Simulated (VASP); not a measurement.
# LiF (Griceite) in VASP: settings compared, part 3 of 3

VASP 6.6.1. The steps go on from the part before.

### 5 Single point, r2SCAN

This run uses another cell than the first one, of 7.94 Å³/atom, 1.122 times its volume.

POSCAR reads:

```
LiF
1.0
    0.0000000000      1.9948691814      1.9948691814
    1.9948691814      0.0000000000      1.9948691814
    1.9948691814      1.9948691814      0.0000000000
Li F
1 1
Direct
    0.0000000000      0.0000000000      0.0000000000
    0.5000000000      0.5000000000      0.5000000000
```

INCAR.step1 reads:

```
  PREC = Accurate
  ENCUT = 520
  ISMEAR = 0
  SIGMA = 0.01
  LREAL = False
  LASPH = True
  NELM = 100
  NBANDS = 12
  GGA = PE
  ALGO = Normal
  EDIFF = 1E-4
  LWAVE = True
  LCHARG = False
```

INCAR.step2 reads:

```
  PREC = Accurate
  ENCUT = 520
  EDIFF = 1E-7
  ISMEAR = 0
  SIGMA = 0.01
  LREAL = False
  LASPH = True
  NELM = 100
  ALGO = Normal
  ISIF = 2
  LWAVE = False
  LCHARG = False
  METAGGA = R2SCAN
  LMIXTAU = True
  NBANDS = 12
  ISTART = 1
```

KPOINTS reads:

```
regular mesh
0
Gamma
  10 10 10
```

Launch:

```bash
cat potpaw_PBE.64/Li_sv/POTCAR potpaw_PBE.64/F/POTCAR > POTCAR
cp INCAR.step1 INCAR
mpirun -np 1 vasp_std > vasp.out
cp INCAR.step2 INCAR
mpirun -np 1 vasp_std > vasp.out
```

Wall time 31 s (1 thread of Intel Xeon Platinum 8488C (Sapphire Rapids), shared host); peak memory 0.13 GiB.

It converged, with:

```yaml
Free_energy: -11.9032 eV
Band_gap_on_the_k_mesh: 10.55 eV, direct
```

Levels at points of the mesh, in eV from the valence-band top:
```csv
k point,band 3,band 4,band 5,band 6,band 7,band 8
"(0.00, 0.00, 0.00)",0.00,0.00,0.00,10.55,25.77,25.77
"(0.50, 0.00, 0.00)",-2.58,-0.25,-0.25,11.99,18.50,20.68
"(0.50, 0.50, 0.00)",-3.13,-1.05,-1.05,16.35,17.59,19.49
```

Caveat: the cutoff is under 1.25 times the usual one of these potentials, so pressure, stress and relaxed cells hold a basis-set (Pulay) error; the PAW data sets were made with another functional, which shifts forces and pressure a little. A k mesh can miss the band edges.

### 6 Single point, PBE (uniaxial y strain +5.3%)

INCAR reads:

```
  PREC = Accurate
  ENCUT = 520
  EDIFF = 1E-6
  ISMEAR = -1
  SIGMA = 0.02
  LREAL = False
  LASPH = True
  NELM = 60
  ALGO = Normal
  ISIF = 2
  LWAVE = False
  LCHARG = False
  GGA = PE
  NBANDS = 12
```

KPOINTS reads:

```
Automatic mesh
0
Gamma
  10 10 10
```

POSCAR reads:

```
LiF
1.0
    0.0000000000      2.1007967349      1.9948691814
    1.9948691814      0.0000000000      1.9948691814
    1.9948691814      2.1007967349      0.0000000000
Li F
1 1
Direct
    0.0000000000      0.0000000000      0.0000000000
    0.5000000000      0.5000000000      0.5000000000
```

Potentials or basis: VASP PAW PBE potentials, release 64 (Li_sv, F).

Launch:

```bash
cat potpaw_PBE.64/Li_sv/POTCAR potpaw_PBE.64/F/POTCAR > POTCAR
mpirun -np 1 vasp_std > vasp.out
```

Wall time 9 s (1 thread of Intel Xeon Platinum 8488C (Sapphire Rapids), shared host); peak memory 0.14 GiB.

Results (log left out):

```
Free energy            : -9.6347 eV
Band gap on the k mesh : 8.81 eV, direct
```

Levels at points of the mesh, in eV from the valence-band top:
```tsv
k point	band 1	band 2	band 3	band 4	band 5	band 6	band 7	band 8	band 9	band 10
(0.00, 0.00, 0.00)	-41.03	-19.97	-0.10	-0.10	0.00	8.81	22.87	23.78	24.01	24.01
(0.50, 0.00, 0.00)	-40.97	-19.56	-2.51	-0.34	-0.23	10.59	16.39	18.24	19.12	29.58
(0.50, 0.50, 0.00)	-40.95	-19.29	-2.96	-1.24	-0.92	14.86	16.10	17.16	19.32	20.07
(0.50, 0.00, 0.50)	-40.97	-19.36	-2.99	-0.93	-0.93	13.94	16.77	17.07	20.41	20.41
```

Caveat: the cell differs from its parent crystal (uniaxial y strain +5.3%); the cutoff is under 1.25 times the usual one of these potentials, so pressure, stress and relaxed cells hold a basis-set (Pulay) error. A k mesh can miss the band edges.

### 7 Single point, r2SCAN (uniaxial y strain +5.3%)

POSCAR is that of step 6.

INCAR.step1 reads:

```
PREC = Accurate ; ENCUT = 520
ISMEAR = 0 ; SIGMA = 0.01
LREAL = F ; LASPH = T
NELM = 60 ; NBANDS = 12
GGA = PE ; ALGO = Normal
EDIFF = 1E-4 ; LWAVE = T
LCHARG = F
```

INCAR.step2 reads:

```
PREC = Accurate ; ENCUT = 520
EDIFF = 1E-6 ; ISMEAR = 0
SIGMA = 0.01 ; LREAL = F
LASPH = T ; NELM = 60
ALGO = Normal ; ISIF = 2
LWAVE = F ; LCHARG = T
METAGGA = R2SCAN ; LMIXTAU = T
LELF = T ; LVHAR = T
NBANDS = 12 ; ISTART = 1
```

KPOINTS is that of step 6.

Potentials or basis: VASP PAW PBE potentials, release 64 (Li_sv, F).

Launch:

```bash
cat potpaw_PBE.64/Li_sv/POTCAR potpaw_PBE.64/F/POTCAR > POTCAR
cp INCAR.step1 INCAR
mpirun -np 1 vasp_std > vasp.out
cp INCAR.step2 INCAR
mpirun -np 1 vasp_std > vasp.out
```

OUTCAR:

```text
PREC = Accurate
   ENCUT = 520
   EDIFF = 1E-6
   ISMEAR = 0
   LREAL = F
   LASPH = T
   NELM = 60
   ISIF = 2
   METAGGA = R2SCAN
   ISTART = 1

 ion  position               nearest neighbor table
   1  0.000  0.000  0.000-   2 1.99   2 1.99   2 1.99   2 1.99   2 2.10   2 2.10
   2  0.500  0.500  0.500-   1 1.99   1 1.99   1 1.99   1 1.99   1 2.10   1 2.10

  LATTYP: Found a body centered tetragonal cell.
 ALAT       =     2.8211710515
 C/A-ratio  =     1.4893083025

  Lattice vectors:

 A1 = (   0.0000000000,  -2.1007967349,   1.9948691814)
 A2 = (   0.0000000000,  -2.1007967349,  -1.9948691814)
 A3 = (   1.9948691814,   2.1007967349,   0.0000000000)

Analysis of symmetry for initial positions (statically):
=====================================================================
 Subroutine PRICEL returns:
 Original cell was already a primitive cell.

 Routine SETGRP: Setting up the symmetry group for a
 body centered tetragonal supercell.

 Subroutine GETGRP returns: Found 16 space group operations
 (whereof 16 operations were pure point group operations)
 out of a pool of 16 trial point group operations.

[... 176 lines left out ...]
      5      -1.7180      2.00000
      6       8.2500      0.00000
      7      23.1071      0.00000
      8      23.2290      0.00000
      9      23.6430      0.00000
     10      23.6430      0.00000
     11      24.4283      0.00000
     12      24.4288      0.00000
[... 331 lines left out ...]
 k-point    24 :       0.4000    0.3000    0.0000
  band No.  band energies     occupation
      1     -43.8275      2.00000
      2     -22.3202      2.00000
      3      -3.9990      2.00000
      4      -2.7408      2.00000
      5      -2.4751      2.00000
      6      12.4241      0.00000
      7      15.7600      0.00000
      8      18.2809      0.00000
      9      19.4615      0.00000
     10      20.5945      0.00000
     11      33.3550      0.00000
     12      33.9680      0.00000

 [... further k-points ...]

------------------------ aborting loop because EDIFF is reached ----------------------------------------

  FORCE on cell =-STRESS in cart. coord.  units (eV):
  Direction    XX          YY          ZZ          XY          YZ          ZX
  --------------------------------------------------------------------------------------
  -------------------------------------------------------------------------------------
  Total       -0.3134356     -0.6422101     -0.3134356      0.0000000      0.0000000      0.0000000
  in kB      -30.0341950    -61.5382035    -30.0341950      0.0000000      0.0000000      0.0000000
  external PRESSURE =     -40.5355312 kB  Pullay stress =       0.0000000 kB

 VOLUME and BASIS-vectors are now :
 -----------------------------------------------------------------------------
  energy-cutoff  :      520.00
  volume of cell :       16.72
      direct lattice vectors                 reciprocal lattice vectors
     0.000000000  2.100796735  1.994869181    -0.250643002  0.238004940  0.250643002
     1.994869181  0.000000000  1.994869181     0.250643002 -0.238004940  0.250643002
     1.994869181  2.100796735  0.000000000     0.250643002  0.238004940 -0.250643002

 POSITION                                       TOTAL-FORCE (eV/Angst)
 -----------------------------------------------------------------------------------
      0.00000      0.00000      0.00000         0.000000     -0.000000     -0.000000
      1.99487      2.10080      1.99487        -0.000000      0.000000      0.000000
 -----------------------------------------------------------------------------------
    total drift:                               -0.000000     -0.000000      0.000000

  FREE ENERGIE OF THE ION-ELECTRON SYSTEM (eV)
  ---------------------------------------------------
  free  energy   TOTEN  =       -11.8858200065 eV

  energy  without entropy=      -11.8858200065  energy(sigma->0) =      -11.88582001
```

OSZICAR.step1:

```text
N       E                     dE             d eps       ncg     rms          rms(c)
DAV:   1     0.316549757373E+02    0.31655E+02   -0.53737E+03  2536   0.842E+02
DAV:   2    -0.903651696679E+01   -0.40691E+02   -0.39842E+02  2952   0.188E+02
DAV:   3    -0.101398593543E+02   -0.11033E+01   -0.11008E+01  3204   0.270E+01
DAV:   4    -0.101503805073E+02   -0.10521E-01   -0.10520E-01  2812   0.288E+00
DAV:   5    -0.101505181754E+02   -0.13767E-03   -0.13767E-03  3192   0.243E-01    0.456E+00
DAV:   6    -0.962319356223E+01    0.52732E+00   -0.25583E+00  2756   0.985E+00    0.141E+00
DAV:   7    -0.962758221407E+01   -0.43887E-02   -0.18212E-02  3184   0.119E+00    0.868E-01
DAV:   8    -0.963460981428E+01   -0.70276E-02   -0.15614E-02  2952   0.129E+00    0.113E-01
DAV:   9    -0.963463608741E+01   -0.26273E-04   -0.96729E-04  2852   0.279E-01
   1 F= -.96346361E+01 E0= -.96346361E+01  d E =-.468572E-37
```

Run time: 36 s. Hardware: 1 thread of Intel Xeon Platinum 8488C (Sapphire Rapids), shared host; peak memory 0.14 GiB.

What came out:

```
Free energy            : -11.8858 eV
Band gap on the k mesh : 9.97 eV, direct
```

Caveat: the cell differs from its parent crystal (uniaxial y strain +5.3%); the cutoff is under 1.25 times the usual one of these potentials, so pressure, stress and relaxed cells hold a basis-set (Pulay) error; the PAW data sets were made with another functional, which shifts forces and pressure a little. A k mesh can miss the band edges.

### 8 Summary

| level | cell | smearing | gap on the mesh (eV) |
| --- | --- | --- | --- |
| PBE | a = 2.715 Å, angles 60.0°, 2 atoms | fermi-dirac 0.02 eV | 10.50 |
| PBE | a = 2.821 Å, angles 60.0°, 2 atoms | fermi-dirac 0.02 eV | 9.35 |
| r2SCAN | a = 2.715 Å, angles 60.0°, 2 atoms | gaussian 0.01 eV | 11.73 |
| r2SCAN | a = 2.821 Å, angles 60.0°, 2 atoms | gaussian 0.01 eV | 10.55 |
| PBE | a = 2.897, b = 2.821 Å, angles 60.9, 58.3, 60.9°, 2 atoms | fermi-dirac 0.02 eV | 8.81 |
| r2SCAN | a = 2.897, b = 2.821 Å, angles 60.9, 58.3, 60.9°, 2 atoms | gaussian 0.01 eV | 9.97 |

Alike in all rows: task single point; potentials or basis VASP PAW PBE potentials, release 64 (Li_sv, F); no spin polarisation; k mesh 10 × 10 × 10; cutoff (eV) 520.

Caveats: the cutoff is under 1.25 times the usual one of these potentials, so pressure, stress and relaxed cells hold a basis-set (Pulay) error; the PAW data sets were made with another functional, which shifts forces and pressure a little (some runs).

Total energies depend on the potentials used, so only differences within one code and one set of settings carry meaning.
